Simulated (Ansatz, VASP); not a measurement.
## Sb in VASP and in Ansatz

Contents of INCAR:

```
PREC     = Accurate       # precision mode
ENCUT    = 520            # plane-wave cutoff, eV
EDIFF    = 1E-7           # SCF threshold, eV
ISMEAR   = -1             # smearing method
SIGMA    = 0.05           # smearing width, eV
LREAL    = False          # projectors in reciprocal space
LASPH    = True           # aspherical terms in the spheres
NELM     = 60             # most SCF steps
ALGO     = Normal         # electronic algorithm
ISIF     = 2              # what is computed and relaxed
LWAVE    = False          # write WAVECAR
LCHARG   = True           # write CHGCAR
GGA      = PS             # functional
LELF     = True           # ELF
LVHAR    = True         
NBANDS   = 12             # bands
```

Contents of KPOINTS:

```
Automatic mesh
0
Gamma
  8 8 8
```

File POSCAR:

```
Sb
1.0
    2.1397418462      1.2353805309      3.7327777635
   -2.1397418462      1.2353805309      3.7327777635
    0.0000000000     -2.4707610619      3.7327777635
Sb
2
Direct
    0.7665100000      0.7665100000      0.7665100000
    0.2334900000      0.2334900000      0.2334900000
```

input.yaml

```yaml
crystal:
  lattice:
    - [2.1397418462, 1.2353805309, 3.7327777635]
    - [-2.1397418462, 1.2353805309, 3.7327777635]
    - [0.0, -2.4707610619, 3.7327777635]
  atoms:
    - { symbol: Sb, position: [0.76651, 0.76651, 0.76651] }
    - { symbol: Sb, position: [0.23349, 0.23349, 0.23349] }
kpoints:
  mp_grid: { grid: [8, 8, 8] }
scf:
  occupations: { method: fermi_dirac, width: 0.05 }
hamiltonian:
  xc: pbesol
  pseudopotentials: { kind: all_electron, lapw: { basis_error: 0.0005 } }
output:
  forces: true
  stress: true
  eigenvalues: true
```

Change from the starting cell: volume scaled by 0.98.

Alike in both runs: task single point; functional PBEsol; k mesh 8 × 8 × 8; occupations fermi-dirac, width 0.05 eV; no spin polarisation.

|  | VASP | Ansatz |
| --- | --- | --- |
| version | VASP 6.6.1 | Ansatz 0.2.0 |
| potentials or method | VASP PAW PBE potentials, release 64 (Sb), cutoff 520 eV | all-electron LAPW, scalar-relativistic |

Ansatz gave:

```
gap on the k mesh at the Fermi level (eV)                     : none
pressure (GPa)                                                : 1.2
traceless stress, the component that is largest in VASP (GPa) : -0.52
rms of the force components (eV/Å)                            : 0.123
```

**Question.** Estimate VASP's values.

**Answer.** gap on the k mesh at the Fermi level (eV): none; pressure (GPa): 1.4; traceless stress, the component that is largest in VASP (GPa): -0.59; rms of the force components (eV/Å): 0.156.

VASP's potentials were made for PBE, not for PBEsol. Atom by atom the forces differ by 0.033 eV/Å (rms over components). A gap of «none» marks a metal or a gap that the smearing closes. Ansatz ran all-electron here, and VASP with PAW potentials.

Neither program's run includes spin-orbit coupling.
